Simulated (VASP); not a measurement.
Runs of VASP 6.6.1 on Al. The structure is that of space group Im-3m (No. 229), or close to it. The cells are those of the table. 

```csv
cell,gap on the mesh (eV),pressure (GPa)
"a = 2.719 Å, angles 109.5°, 1 atom",none,5.8
"a = 2.828 Å, angles 109.5°, 1 atom",none,(a)
"a = 2.681 Å, angles 109.5°, 1 atom",none,10.4
"a = 2.792 Å, angles 109.5°, 1 atom",none,-1.0
"a = 2.756 Å, angles 109.5°, 1 atom",none,(b)
```

Alike in all rows: task single point; level PBEsol; potentials or basis VASP PAW PBE potentials, release 64 (Al); no spin polarisation; k mesh 13 × 13 × 13; cutoff (eV) 520; smearing fermi-dirac 0.1 eV.

**Question.** Fill in the values left out.

**Answer.** (a) -3.4; (b) 2.0.

Caveats: the PAW data sets were made with another functional, which shifts forces and pressure a little.

A gap of «none» marks levels without a gap at the run's occupations.
